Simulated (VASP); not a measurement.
## LaZn: electric field gradients with LDA

The system is LaZn.

```xyz
2
Lattice="3.7993 0.0000 0.0000 0.0000 3.7993 0.0000 0.0000 0.0000 3.7993" Properties=species:S:1:pos:R:3 pbc="T T T"
La    1.8997    1.8997    1.8997
Zn    0.0000    0.0000    0.0000
```

```yaml
Program: VASP 6.6.1
Task: electric field gradients
Functional: LDA
Potentials_or_basis: VASP PAW LDA potentials, release 64 (La, Zn)
Cutoff: 520 eV
k_mesh: 9 × 9 × 9
Occupations: fermi-dirac, width 0.05 eV
Spin: no spin polarisation
Dipole_correction: no
Further_INCAR_settings: ALGO = Normal; EDIFF = 1e-08; NBANDS = 18
```

| Quantity | Value |
| --- | --- |
| Pressure | -5.5 GPa |
| Band gap on the k mesh | zero (an odd number of electrons rules out a gap without spin polarisation) |
| Largest electric field gradient by atom | under 0.05 V/Å² on every atom |

Levels at points of the mesh, in eV from the Fermi level:
| k point | band 10 | band 11 | band 12 | band 13 | band 14 | band 15 |
| --- | --- | --- | --- | --- | --- | --- |
| (0.00, 0.00, 0.00) | -5.97 | -0.37 | -0.37 | 1.50 | 1.50 | 1.50 |

Wall time 52 s on 1 thread of Intel Xeon 8259CL, with other jobs on the host, peak memory 0.18 GiB.

Caveat: the cell stands under tension; spin-orbit coupling is left out, which moves the levels of the heavy elements.
